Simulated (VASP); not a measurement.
A run of VASP 6.6.1 is set up as follows.

INCAR

```
ALGO = Fast ; EDIFF = 1E-6
ENCUT = 520 ; GGA = PS
ISIF = 2 ; ISMEAR = 0
LASPH = T ; LCHARG = T
LELF = T ; LREAL = F
LVHAR = T ; LWAVE = F
NBANDS = 24 ; NELM = 80
PREC = Accurate ; SIGMA = 0.1
```

The input KPOINTS:

```
k-points
0
Gamma
  12 12 8
```

Contents of POSCAR:

```
Al3Cu2
1.0
    4.0985856014      0.0000000000      0.0000000000
   -2.0492928007      3.5494792504      0.0000000000
    0.1494630253      0.0000000000      4.9821008425
Al Cu
3 2
Direct
    0.0000000000      0.0000000000      0.0000000000
    0.3331335309      0.6666316947      0.3515332542
    0.6668664691      0.3333683053      0.6484667458
    0.3322140050      0.6667175929      0.8423952082
    0.6677859950      0.3332824071      0.1576047918
```

Potentials or basis: VASP PAW PBE potentials, release 64 (Al, Cu).

The run is started by

```bash
$ cat potpaw_PBE.64/Al/POTCAR potpaw_PBE.64/Cu/POTCAR > POTCAR
$ mpirun -np 1 vasp_std > vasp.out
```

(1) Predict the band gap on the k mesh.

(2) Estimate the largest force.

(3) Estimate the pressure.

Results:

(1) zero (an odd number of electrons rules out a gap without spin polarisation).

(2) 0.007 eV/Å.

(3) 0.9 GPa.

Caveat: the cell differs from its parent crystal (shear of c along a, cell held: +3.0 %, then relaxed in part); the PAW data sets were made with another functional, which shifts forces and pressure a little.
